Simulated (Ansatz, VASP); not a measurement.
## MgCd5Te6: VASP beside Ansatz

```
Mg Cd Te
1.0
     4.66446    0.00000    0.00000
    -2.33223    4.03954    0.00000
     0.00000    0.00000   22.89067
Mg Cd Te
1 5 6
Direct
  0.00000 0.00000 0.16562
  0.66667 0.33333 0.00215
  0.66667 0.33333 0.33177
  0.66667 0.33333 0.66677
  0.00000 0.00000 0.49919
  0.00000 0.00000 0.83434
  0.66667 0.33333 0.12745
  0.66667 0.33333 0.45705
  0.66667 0.33333 0.79216
  0.00000 0.00000 0.28919
  0.00000 0.00000 0.62456
  0.00000 0.00000 0.95973
```

Alike in both runs: task single point; functional PBE; k mesh 6 × 6 × 1; occupations gaussian, width 0.1 eV; no spin polarisation.

```csv
,VASP,Ansatz
version,VASP 6.6.1,Ansatz 0.2.0
potentials or method,"VASP PAW PBE potentials, release 64 (Mg, Cd, Te), cutoff 520 eV","scalar-relativistic, plane waves, PAW"
valence electrons in the cell,98,206
```

|  | VASP | Ansatz | Ansatz less VASP |
| --- | --- | --- | --- |
| gap on the k mesh at the Fermi level (eV) | 0.79 | 0.80 | +0.003 |
| least direct gap on the mesh (eV) | 0.79 | 0.80 | +0.003 |
| pressure (GPa) | 0.1 | 0.0 | -0.09 |
| rms of the force components (eV/Å) | 0.005 | 0.002 | -0.0029 |

Atom by atom the forces differ by 0.003 eV/Å (rms over components). With one functional, cell and mesh, what is left measures potentials, basis and numerics. VASP's potentials hold 98 valence electrons a cell and Ansatz's 206, so a difference there can come from the potentials and not from the codes.

Neither program's run includes spin-orbit coupling.
